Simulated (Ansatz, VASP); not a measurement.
Ni in VASP and in Ansatz

Contents of INCAR:

```
  ALGO = Normal
  EDIFF = 1E-6
  ENCUT = 520
  GGA = CA
  ISIF = 2
  ISMEAR = -1
  ISPIN = 2
  LASPH = True
  LCHARG = False
  LMAXMIX = 4
  LORBIT = 11
  LREAL = False
  LWAVE = False
  MAGMOM = 1.5
  NBANDS = 15
  NELM = 150
  PREC = Accurate
  SIGMA = 0.05
```

File KPOINTS:

```
k-points
0
Gamma
  17 17 17
```

File POSCAR:

```
Ni
1.0
   -1.3837154700      1.3837154700      1.3837154700
    1.3837154700     -1.3837154700      1.3837154700
    1.3837154700      1.3837154700     -1.3837154700
Ni
1
Direct
    0.0000000000      0.0000000000      0.0000000000
```

Input for Ansatz:

```yaml
crystal:
  lattice:
    - [-1.38371547, 1.38371547, 1.38371547]
    - [1.38371547, -1.38371547, 1.38371547]
    - [1.38371547, 1.38371547, -1.38371547]
  atoms:
    - { symbol: Ni, position: [0.0, 0.0, 0.0], spin: 1.5 }
magnetization:
  spin_polarized: true
kpoints:
  mp_grid: { grid: [17, 17, 17] }
scf:
  occupations: { method: fermi_dirac, width: 0.05 }
  lower_state_search: "off"
hamiltonian:
  xc: lda
  pseudopotentials: { kind: paw }
output:
  forces: true
  stress: true
  eigenvalues: true
  populations: true
```

Alike in both runs: task single point; functional LDA; k mesh 17 × 17 × 17; occupations fermi-dirac, width 0.05 eV; collinear spin.

```csv
,VASP,Ansatz
version,VASP 6.6.1,Ansatz 0.2.0
potentials or method,"VASP PAW LDA potentials, release 64 (Ni)","PAW with Ansatz's default frozen-core files, scalar-relativistic"
plane-wave cutoff (eV),520,420
valence electrons in the cell,10,18
```

Ansatz gave:

```
pressure (GPa)                                                : -10.7
net moment per atom (μB)                                      : 0.47
size of the moment on the site where the two differ most (μB) : 0.49
```

Question: What did VASP give for the same quantities?

Answer: Pressure (GPa): -10.9; net moment per atom (μB): 0.41; size of the moment on the site where the two differ most (μB): 0.41.

LDA's correlation is that of Perdew and Zunger in VASP and of Perdew and Wang (1992) in Ansatz. Site moments also hang on the region over which each program counts them. VASP's potentials hold 10 valence electrons a cell and Ansatz's 18, so a difference there can come from the potentials and not from the codes.
